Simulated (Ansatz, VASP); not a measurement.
## Hf: VASP beside Ansatz

File INCAR:

```
PREC = Accurate
ENCUT = 520
EDIFF = 1E-6
ISMEAR = -5
SIGMA = 0.05
LREAL = F
LASPH = T
NELM = 80
ALGO = Normal
ISIF = 2
LWAVE = F
LCHARG = F
GGA = PE
IVDW = 13
NBANDS = 11
```

Contents of KPOINTS:

```
Automatic mesh
0
Gamma
  10 10 10
```

The input POSCAR:

```
Hf
1.0
   -1.8050000000      1.8050000000      1.8050000000
    1.8050000000     -1.8050000000      1.8050000000
    1.8050000000      1.8050000000     -1.8050000000
Hf
1
Direct
    0.0000000000      0.0000000000      0.0000000000
```

Contents of input.yaml:

```yaml
crystal:
  lattice:
    - [-1.805, 1.805, 1.805]
    - [1.805, -1.805, 1.805]
    - [1.805, 1.805, -1.805]
  atoms:
    - { symbol: Hf, position: [0.0, 0.0, 0.0] }
hamiltonian:
  xc: pbe
  pseudopotentials: { kind: nc }
  dispersion: d4
kpoints:
  mp_grid: { grid: [10, 10, 10] }
scf:
  occupations: { method: tetrahedron }
  n_extra_bands: 6
output:
  forces: true
  stress: true
  dos: { projected: false, de: 0.05, nscf_kmesh: { grid: [15, 15, 15] } }
basis:
  xc_grid: 3
```

Alike in both runs: functional PBE; dispersion D4; k mesh 10 × 10 × 10; occupations tetrahedron; no spin polarisation.

```csv
,VASP,Ansatz
version,VASP 6.6.1,Ansatz 0.2.0
potentials or method,"VASP PAW PBE potentials, release 64 (Hf_pv)",Ansatz NC
plane-wave cutoff (eV),520,1143
valence electrons in the cell,10,26
task,single point,density of states
```

VASP gave:

```
gap on the k mesh at the Fermi level (eV) : none
pressure (GPa)                            : -6.8
```

Which values does Ansatz return?

gap on the k mesh at the Fermi level (eV): none; pressure (GPa): -6.3.

A gap of «none» marks a metal or a gap that the smearing closes. VASP's potentials hold 10 valence electrons a cell and Ansatz's 26, so a difference there can come from the potentials and not from the codes.

Spin-orbit coupling is off throughout.
